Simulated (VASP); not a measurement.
# MgCdC6N6 (Fm-3m) in VASP: further runs

Runs on MgCdC6N6. Level: PBE. Tasks: single point.

All numbers are computed with VASP 6.6.1; they aren't measurements. Logs are shortened: lines on timing, memory, paths and dates and some standing lists are left out, and cuts for length are marked.

## Step 1: The cell of the first run

Symmetry: Fm-3m, No. 225, cubic system. The conventional cell has a = 10.495 Å, b = 10.495 Å, c = 10.495 Å, α = 90.00°, β = 90.00°, γ = 90.00°. Within 2.6 Å of Mg (site symmetry m-3m) lie 6 C at 1.98 Å. Cd (site symmetry m-3m) has 6 N at 2.10 Å within 2.8 Å. C (site symmetry 4mm) has 1 N at 1.17 Å within 1.6 Å. Within 1.6 Å of N (site symmetry 4mm) lie 1 C at 1.17 Å.

## Step 2: Single point, PBE

INCAR

```
SYSTEM = MgCdC6N6
ALGO = Normal
EDIFF = 1E-6
ENCUT = 520
GGA = PE
ISIF = 2
ISMEAR = 0
LASPH = .TRUE.
LCHARG = .FALSE.
LREAL = .FALSE.
LWAVE = .FALSE.
NBANDS = 47
NELM = 60
PREC = Accurate
SIGMA = 0.1
```

KPOINTS

```
k-points
0
G
  4 4 4
  0 0 0
```

POSCAR

```
MgCdC6N6
1.0
    0.0000000000      5.2475000000      5.2475000000
    5.2475000000      0.0000000000      5.2475000000
    5.2475000000      5.2475000000      0.0000000000
Mg Cd C N
1 1 6 6
Direct
    0.0000000000      0.0000000000      0.0000000000
    0.5000000000      0.5000000000      0.5000000000
    0.8113387300      0.1886612700      0.1886612700
    0.1886612700      0.8113387300      0.1886612700
    0.1886612700      0.1886612700      0.8113387300
    0.1886612700      0.8113387300      0.8113387300
    0.8113387300      0.1886612700      0.8113387300
    0.8113387300      0.8113387300      0.1886612700
    0.6998570700      0.3001429300      0.3001429300
    0.3001429300      0.6998570700      0.3001429300
    0.3001429300      0.3001429300      0.6998570700
    0.3001429300      0.6998570700      0.6998570700
    0.6998570700      0.3001429300      0.6998570700
    0.6998570700      0.6998570700      0.3001429300
```

Potentials or basis: VASP PAW PBE potentials, release 64 (Mg, Cd, C, N).

The run is started by

```sh
> cat potpaw_PBE.64/Mg/POTCAR potpaw_PBE.64/Cd/POTCAR potpaw_PBE.64/C/POTCAR potpaw_PBE.64/N/POTCAR > POTCAR
> mpirun -np 1 vasp_std > vasp.out
```

OUTCAR:

```text
SYSTEM = MgCdC6N6
   EDIFF = 1E-6
   ENCUT = 520
   GGA = PE
   ISIF = 2
   ISMEAR = 0
   LASPH = .TRUE.
   LREAL = .FALSE.
   NELM = 60
   PREC = Accurate

 ion  position               nearest neighbor table
   1  0.000  0.000  0.000-   3 1.98   4 1.98   5 1.98   6 1.98   7 1.98   8 1.98
   2  0.500  0.500  0.500-   9 2.10  10 2.10  11 2.10  12 2.10  13 2.10  14 2.10
   3  0.811  0.189  0.189-   9 1.17   1 1.98
   4  0.189  0.811  0.189-  10 1.17   1 1.98
   5  0.189  0.189  0.811-  11 1.17   1 1.98
   6  0.189  0.811  0.811-  12 1.17   1 1.98
   7  0.811  0.189  0.811-  13 1.17   1 1.98
   8  0.811  0.811  0.189-  14 1.17   1 1.98
   9  0.700  0.300  0.300-   3 1.17   2 2.10
  10  0.300  0.700  0.300-   4 1.17   2 2.10
  11  0.300  0.300  0.700-   5 1.17   2 2.10
  12  0.300  0.700  0.700-   6 1.17   2 2.10
  13  0.700  0.300  0.700-   7 1.17   2 2.10
  14  0.700  0.700  0.300-   8 1.17   2 2.10

  LATTYP: Found a face centered cubic cell.
 ALAT       =    10.4950000000

  Lattice vectors:

 A1 = (   0.0000000000,   5.2475000000,   5.2475000000)
 A2 = (   5.2475000000,   0.0000000000,   5.2475000000)
 A3 = (   5.2475000000,   5.2475000000,   0.0000000000)

Analysis of symmetry for initial positions (statically):
=====================================================================
 Subroutine PRICEL returns:
 Original cell was already a primitive cell.

 Routine SETGRP: Setting up the symmetry group for a
 face centered cubic supercell.

 Subroutine GETGRP returns: Found 48 space group operations
 (whereof 48 operations were pure point group operations)
 out of a pool of 48 trial point group operations.

The static configuration has the point symmetry O_h .

Analysis of symmetry for dynamics (positions and initial velocities):
=====================================================================
 Subroutine PRICEL returns:
 Original cell was already a primitive cell.

 Routine SETGRP: Setting up the symmetry group for a
 face centered cubic supercell.

 Subroutine GETGRP returns: Found 48 space group operations
 (whereof 48 operations were pure point group operations)
 out of a pool of 48 trial point group operations.

The dynamic configuration has the point symmetry O_h .

 Subroutine INISYM returns: Found 48 space group operations
 (whereof 48 operations are pure point group operations),
 and found     1 'primitive' translations

----------------------------------------------------------------------------------------

                                     Primitive cell

  volume of cell :     288.9930

  direct lattice vectors                    reciprocal lattice vectors
     0.000000000  5.247500000  5.247500000    -0.095283468  0.095283468  0.095283468
     5.247500000  0.000000000  5.247500000     0.095283468 -0.095283468  0.095283468
     5.247500000  5.247500000  0.000000000     0.095283468  0.095283468 -0.095283468

  length of vectors
     7.421085669  7.421085669  7.421085669     0.165035808  0.165035808  0.165035808

  position of ions in fractional coordinates (direct lattice)
     0.000000000  0.000000000  0.000000000
     0.500000000  0.500000000  0.500000000
     0.811338730  0.188661270  0.188661270
     0.188661270  0.811338730  0.188661270
     0.188661270  0.188661270  0.811338730
     0.188661270  0.811338730  0.811338730
     0.811338730  0.188661270  0.811338730
     0.811338730  0.811338730  0.188661270
     0.699857070  0.300142930  0.300142930
     0.300142930  0.699857070  0.300142930
     0.300142930  0.300142930  0.699857070
     0.300142930  0.699857070  0.699857070
     0.699857070  0.300142930  0.699857070
     0.699857070  0.699857070  0.300142930

  ion indices of the primitive-cell ions
   primitive index   ion index
                 1           1
                 2           2
                 3           3
                 4           4
                 5           5
                 6           6
                 7           7
                 8           8
                 9           9
                10          10
                11          11
                12          12
                13          13
                14          14

----------------------------------------------------------------------------------------

 KPOINTS: k-points

Automatic generation of k-mesh.
 Grid dimensions read from file:
 generate k-points for:    4    4    4

 Generating k-lattice:

  Cartesian coordinates                     Fractional coordinates (reciprocal lattice)
    -0.023820867  0.023820867  0.023820867     0.250000000  0.000000000  0.000000000
     0.023820867 -0.023820867  0.023820867     0.000000000  0.250000000  0.000000000
     0.023820867  0.023820867 -0.023820867     0.000000000  0.000000000  0.250000000

  Length of vectors
     0.041258952  0.041258952  0.041258952

  Shift w.r.t. Gamma in fractional coordinates (k-lattice)
     0.000000000  0.000000000  0.000000000

[... 90 lines left out ...]
      1     -19.5114      2.00000
      2     -19.2686      2.00000
      3     -19.2686      2.00000
      4     -19.2686      2.00000
      5     -19.2341      2.00000
      6     -19.2341      2.00000
[... 38 lines left out ...]
     45       3.5663      0.00000
     46       5.0842      0.00000

 k-point     2 :       0.2500    0.0000    0.0000
  band No.  band energies     occupation
      1     -19.4857      2.00000
      2     -19.2973      2.00000
      3     -19.2657      2.00000
      4     -19.2657      2.00000
      5     -19.2370      2.00000
      6     -19.2370      2.00000
[... 38 lines left out ...]
     45       3.7394      0.00000
     46       4.7231      0.00000

 k-point     3 :       0.5000    0.0000    0.0000
  band No.  band energies     occupation
      1     -19.4480      2.00000
      2     -19.3379      2.00000
      3     -19.2621      2.00000
      4     -19.2621      2.00000
      5     -19.2407      2.00000
      6     -19.2407      2.00000
[... 38 lines left out ...]
     45       4.2075      0.00000
     46       4.2075      0.00000

 k-point     4 :       0.2500    0.2500    0.0000
  band No.  band energies     occupation
      1     -19.4787      2.00000
      2     -19.2914      2.00000
      3     -19.2693      2.00000
      4     -19.2693      2.00000
      5     -19.2471      2.00000
      6     -19.2335      2.00000
[... 38 lines left out ...]
     45       3.7424      0.00000
     46       4.5430      0.00000

 k-point     5 :       0.5000    0.2500    0.0000
  band No.  band energies     occupation
      1     -19.4431      2.00000
      2     -19.3271      2.00000
      3     -19.2666      2.00000
      4     -19.2665      2.00000
      5     -19.2528      2.00000
      6     -19.2364      2.00000
[... 38 lines left out ...]
     45       4.1536      0.00000
     46       4.3343      0.00000

 k-point     6 :      -0.2500    0.2500    0.0000
  band No.  band energies     occupation
      1     -19.4537      2.00000
      2     -19.3230      2.00000
      3     -19.2700      2.00000
      4     -19.2621      2.00000
      5     -19.2418      2.00000
      6     -19.2408      2.00000
[... 38 lines left out ...]
     45       4.1418      0.00000
     46       4.3838      0.00000

 k-point     7 :       0.5000    0.5000    0.0000
  band No.  band energies     occupation
      1     -19.4379      2.00000
      2     -19.3108      2.00000
      3     -19.2715      2.00000
      4     -19.2700      2.00000
      5     -19.2700      2.00000
      6     -19.2331      2.00000
[... 38 lines left out ...]
     45       4.0934      0.00000
     46       4.0934      0.00000

 k-point     8 :      -0.2500    0.5000    0.2500
  band No.  band energies     occupation
      1     -19.4306      2.00000
      2     -19.3321      2.00000
      3     -19.2708      2.00000
      4     -19.2708      2.00000
      5     -19.2512      2.00000
      6     -19.2379      2.00000
[... 38 lines left out ...]
     45       4.0929      0.00000
     46       4.5941      0.00000
 [bands above 46 left out]

------------------------ aborting loop because EDIFF is reached ----------------------------------------

  FORCE on cell =-STRESS in cart. coord.  units (eV):
  Direction    XX          YY          ZZ          XY          YZ          ZX
  --------------------------------------------------------------------------------------
  -------------------------------------------------------------------------------------
  Total       18.8240621     18.8240621     18.8240621      0.0000000      0.0000000     -0.0000000
  in kB      104.3606060    104.3606060    104.3606060      0.0000000      0.0000000     -0.0000000
  external PRESSURE =     104.3606060 kB  Pullay stress =       0.0000000 kB

 VOLUME and BASIS-vectors are now :
 -----------------------------------------------------------------------------
  energy-cutoff  :      520.00
  volume of cell :      288.99
      direct lattice vectors                 reciprocal lattice vectors
     0.000000000  5.247500000  5.247500000    -0.095283468  0.095283468  0.095283468
     5.247500000  0.000000000  5.247500000     0.095283468 -0.095283468  0.095283468
     5.247500000  5.247500000  0.000000000     0.095283468  0.095283468 -0.095283468

 POSITION                                       TOTAL-FORCE (eV/Angst)
 -----------------------------------------------------------------------------------
      0.00000      0.00000      0.00000        -0.000000      0.000000     -0.000000
      5.24750      5.24750      5.24750        -0.000000      0.000000      0.000000
      1.98000      5.24750      5.24750         2.478563      0.000000      0.000000
      5.24750      1.98000      5.24750        -0.000000      2.478563      0.000000
      5.24750      5.24750      1.98000        -0.000000      0.000000      2.478563
      8.51500      5.24750      5.24750        -2.478563      0.000000      0.000000
      5.24750      8.51500      5.24750        -0.000000     -2.478563      0.000000
      5.24750      5.24750      8.51500        -0.000000      0.000000     -2.478563
      3.15000      5.24750      5.24750        -1.309504      0.000000      0.000000
      5.24750      3.15000      5.24750        -0.000000     -1.309504      0.000000
      5.24750      5.24750      3.15000        -0.000000      0.000000     -1.309504
      7.34500      5.24750      5.24750         1.309504      0.000000      0.000000
      5.24750      7.34500      5.24750        -0.000000      1.309504      0.000000
      5.24750      5.24750      7.34500        -0.000000      0.000000      1.309504
 -----------------------------------------------------------------------------------
    total drift:                                0.000000     -0.000000      0.000000

  FREE ENERGIE OF THE ION-ELECTRON SYSTEM (eV)
  ---------------------------------------------------
  free  energy   TOTEN  =       -94.6261965780 eV

  energy  without entropy=      -94.6012610423  energy(sigma->0) =      -94.61372881
```

It took 3.1 min on 1 thread of AMD EPYC 7R43 (Zen 3), shared host; peak memory 0.44 GiB.

Results:

```
Free energy            : -94.6262 eV
Pressure               : 10.4 GPa
Largest force          : 2.479 eV/Å
Band gap on the k mesh : zero (bands 34 and 35 overlap by 0.49 eV)
```

Forces in eV/Å, atoms in the order of the input:
```
Mg   0.000  0.000  0.000
Cd   0.000  0.000  0.000
C    2.479  0.000  0.000
C    0.000  2.479  0.000
C    0.000  0.000  2.479
C   -2.479  0.000  0.000
C    0.000 -2.479  0.000
C    0.000  0.000 -2.479
N   -1.310  0.000  0.000
N    0.000 -1.310  0.000
N    0.000  0.000 -1.310
N    1.310  0.000  0.000
N    0.000  1.310  0.000
N    0.000  0.000  1.310
```

Caveat: the cell stands under pressure; forces of over 1 eV/Å act on the atoms, so gaps and moduli don't describe the material at rest.

## Step 3: Single point, PBE

This run uses another cell than the first one, of 26.41 Å³/atom.

INCAR

```
SYSTEM = MgCdC6N6
PREC = Accurate ; ENCUT = 520
EDIFF = 1E-6 ; ISMEAR = 0
SIGMA = 0.1 ; LREAL = .FALSE.
LASPH = .TRUE. ; NELM = 100
ALGO = Normal ; ISIF = 2
LWAVE = .FALSE. ; LCHARG = .FALSE.
GGA = PE ; NBANDS = 47
```

KPOINTS

```
regular mesh
0
G
  6 6 6
  0 0 0
```

POSCAR

```
MgCdC6N6
1.0
    0.0000000000      5.6964289866      5.6964289866
    5.6964289866      0.0000000000      5.6964289866
    5.6964289866      5.6964289866      0.0000000000
Mg Cd C N
1 1 6 6
Direct
    0.0000000000      0.0000000000      0.0000000000
    0.5000000000      0.5000000000      0.5000000000
    0.8002555687      0.1997444313      0.1997444313
    0.1997444313      0.8002555687      0.1997444313
    0.1997444313      0.1997444313      0.8002555687
    0.1997444313      0.8002555687      0.8002555687
    0.8002555687      0.1997444313      0.8002555687
    0.8002555687      0.8002555687      0.1997444313
    0.6977770534      0.3022229466      0.3022229466
    0.3022229466      0.6977770534      0.3022229466
    0.3022229466      0.3022229466      0.6977770534
    0.3022229466      0.6977770534      0.6977770534
    0.6977770534      0.3022229466      0.6977770534
    0.6977770534      0.6977770534      0.3022229466
```

Potentials or basis: VASP PAW PBE potentials, release 64 (Mg, Cd, C, N).

The run is started by

```sh
> cat potpaw_PBE.64/Mg/POTCAR potpaw_PBE.64/Cd/POTCAR potpaw_PBE.64/C/POTCAR potpaw_PBE.64/N/POTCAR > POTCAR
> mpirun -np 1 vasp_std > vasp.out
```

It took 8.1 min on 1 thread of AMD EPYC 7R43 (Zen 3), shared host; peak memory 0.64 GiB.

Results (log left out):

```yaml
Free_energy: -97.3677 eV
Pressure: 0.4 GPa
Largest_force: 0.422 eV/Å
Band_gap_on_the_k_mesh: zero (bands 34 and 35 overlap by 0.43 eV)
```

Forces on the atoms (eV/Å):
```
Mg   0.000  0.000  0.000
Cd   0.000  0.000  0.000
C   -0.422  0.000  0.000
C    0.000 -0.422  0.000
C    0.000  0.000 -0.422
C    0.422  0.000  0.000
C    0.000  0.422  0.000
C    0.000  0.000  0.422
N    0.350  0.000  0.000
N    0.000  0.350  0.000
N    0.000  0.000  0.350
N   -0.350  0.000  0.000
N    0.000 -0.350  0.000
N    0.000  0.000 -0.350
```

Levels at points of the mesh, in eV from the Fermi level:
| k point | band 31 | band 32 | band 33 | band 34 | band 35 | band 36 | band 37 | band 38 |
| --- | --- | --- | --- | --- | --- | --- | --- | --- |
| (0.00, 0.00, 0.00) | -0.80 | -0.80 | -0.80 | 0.27 | 0.27 | 5.77 | 5.77 | 5.77 |
| (0.50, 0.00, 0.00) | -0.92 | -0.33 | -0.33 | -0.16 | -0.16 | 5.80 | 6.01 | 6.01 |
| (0.50, 0.50, 0.00) | -0.74 | -0.74 | -0.60 | -0.38 | 0.28 | 5.78 | 6.34 | 6.34 |

## Step 4: Single point, PBE

INCAR

```
SYSTEM = MgCdC6N6
ALGO = Fast
EDIFF = 1E-6
ENCUT = 520
GGA = PE
ISIF = 2
ISMEAR = 0
LASPH = .TRUE.
LCHARG = .FALSE.
LREAL = .FALSE.
LWAVE = .FALSE.
NBANDS = 47
NELM = 60
PREC = Accurate
SIGMA = 0.1
```

KPOINTS

```
k-points
0
G
  4 4 4
  0 0 0
```

POSCAR

```
MgCdC6N6
1.0
    0.0000000000      5.2475000000      5.2475000000
    5.2475000000      0.0000000000      5.2475000000
    5.2475000000      5.2475000000      0.0000000000
Mg Cd C N
1 1 6 6
Direct
    0.0000000000      0.0000000000      0.0000000000
    0.5000000000      0.5000000000      0.5000000000
    0.8113387300      0.1886612700      0.1886612700
    0.1886612700      0.8113387300      0.1886612700
    0.1886612700      0.1886612700      0.8113387300
    0.1886612700      0.8113387300      0.8113387300
    0.8113387300      0.1886612700      0.8113387300
    0.8113387300      0.8113387300      0.1886612700
    0.6998570700      0.3001429300      0.3001429300
    0.3001429300      0.6998570700      0.3001429300
    0.3001429300      0.3001429300      0.6998570700
    0.3001429300      0.6998570700      0.6998570700
    0.6998570700      0.3001429300      0.6998570700
    0.6998570700      0.6998570700      0.3001429300
```

The run is started by

```sh
> cat potpaw_PBE.64/Mg/POTCAR potpaw_PBE.64/Cd/POTCAR potpaw_PBE.64/C/POTCAR potpaw_PBE.64/N/POTCAR > POTCAR
> mpirun -np 1 vasp_std > vasp.out
```

It took 2.6 min on 1 thread of Oxide Virtual Turin-like, shared host; peak memory 0.44 GiB.

The run converged. Its results:

```yaml
Free_energy: -94.6262 eV
Pressure: 10.4 GPa
Largest_force: 2.480 eV/Å
Band_gap_on_the_k_mesh: zero (bands 34 and 35 overlap by 0.49 eV)
```

Forces in eV/Å, atoms in the order of the input:
```
Mg   0.000  0.000  0.000
Cd   0.000  0.000  0.000
C    2.480  0.000  0.000
C    0.000  2.480  0.000
C    0.000  0.000  2.480
C   -2.480  0.000  0.000
C    0.000 -2.480  0.000
C    0.000  0.000 -2.480
N   -1.310  0.000  0.000
N    0.000 -1.310  0.000
N    0.000  0.000 -1.310
N    1.310  0.000  0.000
N    0.000  1.310  0.000
N    0.000  0.000  1.310
```

Levels at points of the mesh, in eV from the Fermi level:
| k point | band 30 | band 31 | band 32 | band 33 | band 34 | band 35 | band 36 | band 37 | band 38 | band 39 |
| --- | --- | --- | --- | --- | --- | --- | --- | --- | --- | --- |
| (0.00, 0.00, 0.00) | -1.53 | -1.17 | -1.17 | -1.17 | 0.29 | 0.29 | 4.72 | 4.72 | 4.72 | 6.27 |
| (0.50, 0.00, 0.00) | -1.39 | -1.39 | -0.58 | -0.58 | -0.20 | -0.20 | 4.77 | 5.02 | 5.02 | 6.13 |
| (0.50, 0.50, 0.00) | -1.18 | -1.14 | -1.14 | -0.96 | -0.39 | 0.30 | 4.74 | 5.46 | 5.46 | 6.10 |

Caveat: the cell stands under pressure; forces of over 1 eV/Å act on the atoms, so gaps and moduli don't describe the material at rest.

## Step 5: Single point, PBE

This run uses another cell than the first one, of 26.41 Å³/atom.

INCAR

```
SYSTEM = MgCdC6N6
PREC = Accurate ; ENCUT = 520
EDIFF = 1E-6 ; ISMEAR = 0
SIGMA = 0.1 ; LREAL = .FALSE.
LASPH = .TRUE. ; NELM = 100
ALGO = Fast ; ISIF = 2
LWAVE = .FALSE. ; LCHARG = .FALSE.
GGA = PE ; NBANDS = 47
```

KPOINTS

```
regular mesh
0
G
  6 6 6
  0 0 0
```

POSCAR

```
MgCdC6N6
1.0
    0.0000000000      5.6964289866      5.6964289866
    5.6964289866      0.0000000000      5.6964289866
    5.6964289866      5.6964289866      0.0000000000
Mg Cd C N
1 1 6 6
Direct
    0.0000000000      0.0000000000      0.0000000000
    0.5000000000      0.5000000000      0.5000000000
    0.8002555687      0.1997444313      0.1997444313
    0.1997444313      0.8002555687      0.1997444313
    0.1997444313      0.1997444313      0.8002555687
    0.1997444313      0.8002555687      0.8002555687
    0.8002555687      0.1997444313      0.8002555687
    0.8002555687      0.8002555687      0.1997444313
    0.6977770534      0.3022229466      0.3022229466
    0.3022229466      0.6977770534      0.3022229466
    0.3022229466      0.3022229466      0.6977770534
    0.3022229466      0.6977770534      0.6977770534
    0.6977770534      0.3022229466      0.6977770534
    0.6977770534      0.6977770534      0.3022229466
```

The run is started by

```sh
> cat potpaw_PBE.64/Mg/POTCAR potpaw_PBE.64/Cd/POTCAR potpaw_PBE.64/C/POTCAR potpaw_PBE.64/N/POTCAR > POTCAR
> mpirun -np 1 vasp_std > vasp.out
```

Run time: 6.3 min. Hardware: 1 thread of Oxide Virtual Turin-like, shared host; peak memory 0.62 GiB.

It converged, with:

- Free energy: -97.3677 eV
- Pressure: 0.4 GPa
- Largest force: 0.421 eV/Å
- Band gap on the k mesh: zero (bands 34 and 35 overlap by 0.43 eV)

Forces in eV/Å, atoms in the order of the input:
```
Mg   0.000  0.000  0.000
Cd   0.000  0.000  0.000
C   -0.421  0.000  0.000
C    0.000 -0.421  0.000
C    0.000  0.000 -0.421
C    0.421  0.000  0.000
C    0.000  0.421  0.000
C    0.000  0.000  0.421
N    0.349  0.000  0.000
N    0.000  0.349  0.000
N    0.000  0.000  0.349
N   -0.349  0.000  0.000
N    0.000 -0.349  0.000
N    0.000  0.000 -0.349
```

Levels at points of the mesh, in eV from the Fermi level:
```tsv
k point	band 31	band 32	band 33	band 34	band 35	band 36	band 37	band 38
(0.00, 0.00, 0.00)	-0.80	-0.80	-0.80	0.27	0.27	5.77	5.77	5.77
(0.50, 0.00, 0.00)	-0.92	-0.33	-0.33	-0.16	-0.16	5.80	6.01	6.01
(0.50, 0.50, 0.00)	-0.74	-0.74	-0.60	-0.38	0.28	5.78	6.34	6.34
```
